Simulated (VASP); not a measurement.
# SnSe (Fm-3m) in VASP: a series of runs

SnSe is run at these levels: PBE; tasks: single point, relaxation of cell and atoms.

All numbers are computed with VASP 6.6.1; they aren't measurements. Logs are shortened: lines on timing, memory, paths and dates and some standing lists are left out, and cuts for length are marked.

## (1) The cell of the first run

Symmetry: Fm-3m, No. 225, cubic system. Conventional cell: a = 6.061 Å, b = 6.061 Å, c = 6.061 Å, α = 90.00°, β = 90.00°, γ = 90.00°. Within 4.0 Å of Sn (site symmetry m-3m) lie 6 Se at 3.03 Å. Se (site symmetry m-3m) has 6 Sn at 3.03 Å within 4.0 Å.

## (2) Single point, PBE

Contents of INCAR:

```
SYSTEM = SnSe
ALGO     = Normal         ! electronic algorithm
EDIFF    = 1E-7           ! SCF threshold, eV
ENCUT    = 520            ! plane-wave cutoff, eV
GGA      = PE             ! functional
ISIF     = 2              ! what is computed and relaxed
ISMEAR   = 0              ! smearing method
LASPH    = .True.         ! aspherical terms in the spheres
LCHARG   = .False.        ! write CHGCAR
LREAL    = .False.        ! projectors in reciprocal space
LWAVE    = .False.        ! write WAVECAR
NBANDS   = 17             ! bands
NELM     = 80             ! most SCF steps
PREC     = Accurate       ! precision mode
SIGMA    = 0.02           ! smearing width, eV
```

Contents of KPOINTS:

```
k-points
0
Gamma
  10 10 10
  0 0 0
```

Contents of POSCAR:

```
SnSe
1.0
    0.0000000000      3.0305200583      3.0305200583
    3.0305200583      0.0000000000      3.0305200583
    3.0305200583      3.0305200583      0.0000000000
Sn Se
1 1
Direct
    0.0000000000      0.0000000000      0.0000000000
    0.5000000000      0.5000000000      0.5000000000
```

Potentials or basis: VASP PAW PBE potentials, release 64 (Sn_d, Se).

Launch:

```sh
> cat potpaw_PBE.64/Sn_d/POTCAR potpaw_PBE.64/Se/POTCAR > POTCAR
> mpirun -np 1 vasp_std > vasp.out
```

OUTCAR:

```text
SYSTEM = SnSe
   EDIFF = 1E-7
   ENCUT = 520
   GGA = PE
   ISIF = 2
   ISMEAR = 0
   LASPH = .True.
   LREAL = .False.
   NELM = 80
   PREC = Accurate

 ion  position               nearest neighbor table
   1  0.000  0.000  0.000-   2 3.03   2 3.03   2 3.03   2 3.03   2 3.03   2 3.03
   2  0.500  0.500  0.500-   1 3.03   1 3.03   1 3.03   1 3.03   1 3.03   1 3.03

  LATTYP: Found a face centered cubic cell.
 ALAT       =     6.0610401166

  Lattice vectors:

 A1 = (   0.0000000000,   3.0305200583,   3.0305200583)
 A2 = (   3.0305200583,   0.0000000000,   3.0305200583)
 A3 = (   3.0305200583,   3.0305200583,   0.0000000000)

Analysis of symmetry for initial positions (statically):
=====================================================================
 Subroutine PRICEL returns:
 Original cell was already a primitive cell.

 Routine SETGRP: Setting up the symmetry group for a
 face centered cubic supercell.

 Subroutine GETGRP returns: Found 48 space group operations
 (whereof 48 operations were pure point group operations)
 out of a pool of 48 trial point group operations.

The static configuration has the point symmetry O_h .

Analysis of symmetry for dynamics (positions and initial velocities):
=====================================================================
 Subroutine PRICEL returns:
 Original cell was already a primitive cell.

 Routine SETGRP: Setting up the symmetry group for a
 face centered cubic supercell.

 Subroutine GETGRP returns: Found 48 space group operations
 (whereof 48 operations were pure point group operations)
 out of a pool of 48 trial point group operations.

The dynamic configuration has the point symmetry O_h .

 Subroutine INISYM returns: Found 48 space group operations
 (whereof 48 operations are pure point group operations),
 and found     1 'primitive' translations

----------------------------------------------------------------------------------------

                                     Primitive cell

  volume of cell :      55.6649

  direct lattice vectors                    reciprocal lattice vectors
     0.000000000  3.030520058  3.030520058    -0.164988184  0.164988184  0.164988184
     3.030520058  0.000000000  3.030520058     0.164988184 -0.164988184  0.164988184
     3.030520058  3.030520058  0.000000000     0.164988184  0.164988184 -0.164988184

  length of vectors
     4.285802567  4.285802567  4.285802567     0.285767917  0.285767917  0.285767917

  position of ions in fractional coordinates (direct lattice)
     0.000000000  0.000000000  0.000000000
     0.500000000  0.500000000  0.500000000

  ion indices of the primitive-cell ions
   primitive index   ion index
                 1           1
                 2           2

----------------------------------------------------------------------------------------

 KPOINTS: k-points

Automatic generation of k-mesh.
 Grid dimensions read from file:
 generate k-points for:   10   10   10

 Generating k-lattice:

  Cartesian coordinates                     Fractional coordinates (reciprocal lattice)
    -0.016498818  0.016498818  0.016498818     0.100000000  0.000000000  0.000000000
     0.016498818 -0.016498818  0.016498818     0.000000000  0.100000000  0.000000000
     0.016498818  0.016498818 -0.016498818     0.000000000  0.000000000  0.100000000

  Length of vectors
     0.028576792  0.028576792  0.028576792

  Shift w.r.t. Gamma in fractional coordinates (k-lattice)
     0.000000000  0.000000000  0.000000000

 Subroutine IBZKPT returns following result:
 ===========================================

 Found     47 irreducible k-points:

 Following reciprocal coordinates:
            Coordinates               Weight
  0.000000  0.000000  0.000000      1.000000
  0.100000  0.000000  0.000000      8.000000
  0.200000  0.000000  0.000000      8.000000
  0.300000  0.000000  0.000000      8.000000
  0.400000  0.000000  0.000000      8.000000
  0.500000  0.000000  0.000000      4.000000
[... 16 lines left out ...]
  0.300000  0.300000  0.000000      6.000000
  0.400000  0.300000  0.000000     24.000000
 [... further k-points ...]
   k-points           NKPTS =     47   k-points in BZ     NKDIM =     47   number of bands    NBANDS=     17
   number of dos      NEDOS =    301   number of ions     NIONS =      2
   total plane-waves  NPLWV =  32768
   dimension x,y,z NGX =    32 NGY =   32 NGZ =   32
   dimension x,y,z NGXF=    64 NGYF=   64 NGZF=   64
   ions per type =               1   1
   NGX,Y,Z   is equivalent  to a cutoff of  12.41, 12.41, 12.41 a.u.
   NGXF,Y,Z  is equivalent  to a cutoff of  24.83, 24.83, 24.83 a.u.
 SYSTEM =  SnSe
   PREC   = accura    normal or accurate (medium, high low for compatibility)
   ISTART =      0    job   : 0-new  1-cont  2-samecut
   ICHARG =      2    charge: 1-file 2-atom 10-const
   ISPIN  =      1    spin polarized calculation?
   LNONCOLLINEAR =      F non collinear calculations
   LSORBIT =      F    spin-orbit coupling
   LASPH  =      T    aspherical Exc in radial PAW
   ENCUT  =  520.0 eV  38.22 Ry    6.18 a.u.   7.97  7.97  7.97*2*pi/ulx,y,z
   NELM   =     80;   NELMIN=  2; NELMDL= -5     # of ELM steps
   EDIFF  = 0.1E-06   stopping-criterion for ELM
   LREAL  =      F    real-space projection
   EDIFFG = 0.1E-05   stopping-criterion for IOM
   NSW    =      0    number of steps for IOM
   IBRION =     -1    ionic relax: 0-MD 1-quasi-New 2-CG
   NFREE  =      0    steps in history (QN), initial steepest desc. (CG)
   ISIF   =      2    stress and relaxation
   ISYM   =      2    0-nonsym 1-usesym 2-fastsym
   POTIM  = 0.5000    time-step for ionic-motion
   TEBEG  =    0.0;   TEEND  =   0.0 temperature during run
   PSTRESS=    0.0 pullay stress
   NELECT =      20.0000    total number of electrons
   NUPDOWN=      -1.0000    fix difference up-down
   EMIN   =  10.00;   EMAX   =-10.00  energy-range for DOS
   EFERMI =   0.00;   METHOD = LEGACY
   ISMEAR =     0;   SIGMA  =   0.02  broadening in eV -4-tet -1-fermi 0-gaus
   EFERMI_NEDOS =   21; number of points for ismear=-14 and -15
   IALGO  =     38    algorithm
   IMIX   =      4    mixing-type and parameters
     AMIX     =   0.40;   BMIX     =  1.00
     AMIX_MAG =   1.60;   BMIX_MAG =  1.00
  volume/ion in A,a.u.               =      27.83       187.82
  Fermi-wavevector in a.u.,A,eV,Ry     =   1.163834  2.199327 18.429218  1.354509
  Thomas-Fermi vector in A             =   2.300379
   LORBIT       =      0    0 simple, 1 ext, 2 COOP (PROOUT), +10 PAW based schemes
   GGA     = PE    functional components
   LHFCALC =     F    Hartree Fock is set to
   AEXX    =    0.0000 exact exchange contribution
   IVDW    =     0    specifies the selected vdW correction
   LEPSILON=     F    determine dielectric tensor
   LRPA    =     F    only Hartree local field effects (RPA)
 non-spin polarized calculation
 Gauss-broadening in eV      SIGMA  =   0.02
  energy-cutoff  :      520.00
  volume of cell :       55.66
 maximum number of plane-waves:      1524
   NGX = 15   NGY = 15   NGZ = 15

 number of electron      19.9999999 magnetization

 Free energy of the ion-electron system (eV)
  ---------------------------------------------------
  ext. energy  EPLUGINS =         0.00000000
  ---------------------------------------------------
  free energy    TOTEN  =        -8.21696415 eV

  energy without entropy =       -8.21696415  energy(sigma->0) =       -8.21696415

 E-fermi :   5.5580     XC(G=0):  -9.5046

 val. band max:        5.3766943836   @ k =   0.5000   0.0000   0.0000
 cond. band min:       5.8652662629   @ k =  -0.4000   0.1000   0.0000
 fundamental gap:      0.4885718793
 Fermi energy:         5.5580215938

 k-point     1 :       0.0000    0.0000    0.0000
  band No.  band energies     occupation
      1     -16.2462      2.00000
      2     -16.2462      2.00000
      3     -16.2462      2.00000
      4     -16.2431      2.00000
      5     -16.2431      2.00000
      6      -8.3614      2.00000
[... 9 lines left out ...]
     16      11.2562      0.00000
     17      13.4988      0.00000

 k-point     2 :       0.1000    0.0000    0.0000
  band No.  band energies     occupation
      1     -16.2460      2.00000
      2     -16.2457      2.00000
      3     -16.2457      2.00000
      4     -16.2433      2.00000
      5     -16.2433      2.00000
      6      -8.2937      2.00000
[... 9 lines left out ...]
     16      11.4945      0.00000
     17      14.1659      0.00000

 k-point     3 :       0.2000    0.0000    0.0000
  band No.  band energies     occupation
      1     -16.2465      2.00000
      2     -16.2465      2.00000
      3     -16.2454      2.00000
      4     -16.2413      2.00000
      5     -16.2413      2.00000
      6      -8.1035      2.00000
[... 9 lines left out ...]
     16      12.1189      0.00000
     17      15.6825      0.00000

 k-point     4 :       0.3000    0.0000    0.0000
  band No.  band energies     occupation
      1     -16.2485      2.00000
      2     -16.2485      2.00000
      3     -16.2447      2.00000
      4     -16.2378      2.00000
      5     -16.2378      2.00000
      6      -7.8358      2.00000
[... 9 lines left out ...]
     16      13.0869      0.00000
     17      17.1420      0.00000

 k-point     5 :       0.4000    0.0000    0.0000
  band No.  band energies     occupation
      1     -16.2503      2.00000
      2     -16.2503      2.00000
      3     -16.2441      2.00000
      4     -16.2349      2.00000
      5     -16.2349      2.00000
      6      -7.5819      2.00000
[... 9 lines left out ...]
     16      14.3570      0.00000
     17      16.3500      0.00000

 k-point     6 :       0.5000    0.0000    0.0000
  band No.  band energies     occupation
      1     -16.2510      2.00000
      2     -16.2510      2.00000
      3     -16.2439      2.00000
      4     -16.2338      2.00000
      5     -16.2338      2.00000
      6      -7.4727      2.00000
[... 9 lines left out ...]
     16      15.5455      0.00000
     17      15.5455      0.00000

 k-point     7 :       0.1000    0.1000    0.0000
  band No.  band energies     occupation
      1     -16.2468      2.00000
      2     -16.2448      2.00000
      3     -16.2448      2.00000
      4     -16.2448      2.00000
      5     -16.2425      2.00000
      6      -8.2711      2.00000
[... 9 lines left out ...]
     16      11.9312      0.00000
     17      13.6264      0.00000

 k-point     8 :       0.2000    0.1000    0.0000
  band No.  band energies     occupation
      1     -16.2472      2.00000
      2     -16.2465      2.00000
      3     -16.2444      2.00000
      4     -16.2427      2.00000
      5     -16.2407      2.00000
      6      -8.1217      2.00000
[... 9 lines left out ...]
     16      12.6129      0.00000
     17      14.4409      0.00000
[... 203 lines left out ...]
      1     -16.2558      2.00000
      2     -16.2454      2.00000
      3     -16.2439      2.00000
      4     -16.2366      2.00000
      5     -16.2330      2.00000
      6      -7.3923      2.00000
[... 9 lines left out ...]
     16      15.8155      0.00000
     17      16.2909      0.00000

 k-point    20 :      -0.4000    0.2000    0.0000
  band No.  band energies     occupation
      1     -16.2545      2.00000
      2     -16.2468      2.00000
      3     -16.2417      2.00000
      4     -16.2370      2.00000
      5     -16.2344      2.00000
      6      -7.3646      2.00000
[... 9 lines left out ...]
     16      14.3736      0.00000
     17      17.0494      0.00000

 k-point    21 :      -0.3000    0.2000    0.0000
  band No.  band energies     occupation
      1     -16.2518      2.00000
      2     -16.2473      2.00000
      3     -16.2421      2.00000
      4     -16.2374      2.00000
      5     -16.2366      2.00000
      6      -7.5110      2.00000
[... 9 lines left out ...]
     16      14.6221      0.00000
     17      16.0420      0.00000

 k-point    22 :      -0.2000    0.2000    0.0000
  band No.  band energies     occupation
      1     -16.2490      2.00000
      2     -16.2471      2.00000
      3     -16.2439      2.00000
      4     -16.2405      2.00000
      5     -16.2367      2.00000
      6      -7.7468      2.00000
[... 9 lines left out ...]
     16      14.7128      0.00000
     17      15.1032      0.00000

 k-point    23 :       0.3000    0.3000    0.0000
  band No.  band energies     occupation
      1     -16.2577      2.00000
      2     -16.2501      2.00000
      3     -16.2386      2.00000
      4     -16.2359      2.00000
      5     -16.2359      2.00000
      6      -7.6677      2.00000
[... 9 lines left out ...]
     16      15.4989      0.00000
     17      15.5007      0.00000

 k-point    24 :       0.4000    0.3000    0.0000
  band No.  band energies     occupation
      1     -16.2608      2.00000
      2     -16.2500      2.00000
      3     -16.2391      2.00000
      4     -16.2341      2.00000
      5     -16.2332      2.00000
      6      -7.4754      2.00000
[... 9 lines left out ...]
     16      15.9508      0.00000
     17      16.6551      0.00000

 [... further k-points ...]
[... 5 lines left out ...]
  --------------------------------------------------------------------------------------
  -------------------------------------------------------------------------------------
  Total       -0.0023835     -0.0023835     -0.0023835     -0.0000000     -0.0000000      0.0000000
  in kB       -0.0686045     -0.0686045     -0.0686045     -0.0000000     -0.0000000      0.0000000
  external PRESSURE =      -0.0686045 kB  Pullay stress =       0.0000000 kB

 VOLUME and BASIS-vectors are now :
 -----------------------------------------------------------------------------
  energy-cutoff  :      520.00
  volume of cell :       55.66
      direct lattice vectors                 reciprocal lattice vectors
     0.000000000  3.030520058  3.030520058    -0.164988184  0.164988184  0.164988184
     3.030520058  0.000000000  3.030520058     0.164988184 -0.164988184  0.164988184
     3.030520058  3.030520058  0.000000000     0.164988184  0.164988184 -0.164988184

 POSITION                                       TOTAL-FORCE (eV/Angst)
 -----------------------------------------------------------------------------------
      0.00000      0.00000      0.00000         0.000000      0.000000     -0.000000
      3.03052      3.03052      3.03052        -0.000000     -0.000000      0.000000
 -----------------------------------------------------------------------------------
    total drift:                                0.000000     -0.000000     -0.000000

  FREE ENERGIE OF THE ION-ELECTRON SYSTEM (eV)
  ---------------------------------------------------
  free  energy   TOTEN  =        -8.2169641531 eV

  energy  without entropy=       -8.2169641531  energy(sigma->0) =       -8.21696415
```

It took 21 s on 1 thread of AMD EPYC 9R45 (Zen 5), shared host; peak memory 0.17 GiB.

What came out:

```
Free energy            : -8.2170 eV
Pressure               : 0.0 GPa
Band gap on the k mesh : 0.49 eV, indirect (least direct gap 0.50 eV)
```

Levels at points of the mesh, in eV from the valence-band top:
```tsv
k point	band 6	band 7	band 8	band 9	band 10	band 11	band 12	band 13	band 14	band 15
(0.00, 0.00, 0.00)	-13.74	-5.14	-2.14	-2.14	-2.14	4.23	4.23	4.23	5.88	5.88
(0.50, 0.00, 0.00)	-12.85	-7.96	-1.90	-1.90	0.00	0.50	1.25	1.25	8.19	10.03
(0.50, 0.50, 0.00)	-12.59	-6.02	-5.34	-3.55	-3.55	3.09	5.22	5.22	5.83	10.37
```

Caveat: spin-orbit coupling is left out, which moves the levels of the heavy elements. A k mesh can miss the band edges.

## (3) Relaxation of cell and atoms, PBE

This run uses another cell than the first one, of 26.70 Å³/atom, 0.959 times its volume.

Contents of INCAR:

```
SYSTEM = SnSe
PREC = Accurate
ENCUT = 600
EDIFF = 1E-7
ISMEAR = 0
SIGMA = 0.02
LREAL = .FALSE.
LASPH = .TRUE.
NELM = 80
ALGO = Normal
ISIF = 3
LWAVE = .FALSE.
LCHARG = .FALSE.
GGA = PE
IBRION = 2
NSW = 70
EDIFFG = -0.005
```

Contents of KPOINTS:

```
regular mesh
0
G
  10 10 10
  0 0 0
```

Contents of POSCAR:

```
SnSe
1.0
    0.0000000000      2.9887688204      2.9887688204
    2.9887688204      0.0000000000      2.9887688204
    2.9887688204      2.9887688204      0.0000000000
Sn Se
1 1
Direct
    0.0000000000      0.0000000000      0.0000000000
    0.5000000000      0.5000000000      0.5000000000
```

Potentials or basis: VASP PAW PBE potentials, release 64 (Sn_d, Se).

Launch:

```sh
> cat potpaw_PBE.64/Sn_d/POTCAR potpaw_PBE.64/Se/POTCAR > POTCAR
> mpirun -np 1 vasp_std > vasp.out
```

Wall time 72 s (1 thread of AMD EPYC 9R45 (Zen 5), shared host); peak memory 0.21 GiB.

It converged, with:

| Quantity | Value |
| --- | --- |
| Free energy | -8.2169 eV |
| Relaxed volume | 27.84 Å³/atom |
| Relaxed cell | a = 4.286 Å, b = 4.286 Å, c = 4.286 Å, α = 60.00°, β = 60.00°, γ = 60.00° |
| Space group after relaxing (to 0.05 Å) | Fm-3m (No. 225) |
| Energy gained by relaxing | 7.7 meV/atom |
| Ionic steps | 3 |
| Pressure after relaxing | 0.0 GPa |
| Band gap on the k mesh | 0.49 eV, indirect (least direct gap 0.49 eV) |

Step by step:
| step | energy change (eV) | largest force (eV/Å) | pressure (GPa) | volume (Å³) |
| --- | --- | --- | --- | --- |
| 1 | 0.0000 | 0.0000 | 2.24 | 53.40 |
| 2 | -0.0142 | 0.0000 | -0.55 | 56.34 |
| 3 | -0.0154 | 0.0000 | 0.01 | 55.68 |

Final structure:
```yaml
crystal:
  lattice:
    - [0.00000, 3.03074, 3.03074]
    - [3.03074, 0.00000, 3.03074]
    - [3.03074, 3.03074, 0.00000]
  atoms:
    - { symbol: Sn, position: [0.00000, 0.00000, 0.00000] }
    - { symbol: Se, position: [0.50000, 0.50000, 0.50000] }
```

Levels at points of the mesh, in eV from the valence-band top:
```csv
k point,band 6,band 7,band 8,band 9,band 10,band 11,band 12,band 13,band 14
"(0.00, 0.00, 0.00)",-13.74,-5.14,-2.14,-2.14,-2.14,4.23,4.23,4.23,5.88
"(0.50, 0.00, 0.00)",-12.85,-7.96,-1.90,-1.90,0.00,0.49,1.25,1.25,8.19
"(0.50, 0.50, 0.00)",-12.59,-6.02,-5.33,-3.55,-3.55,3.09,5.22,5.22,5.83
```

Caveat: spin-orbit coupling is left out, which moves the levels of the heavy elements. Zero-point motion and thermal expansion aren't in these numbers.
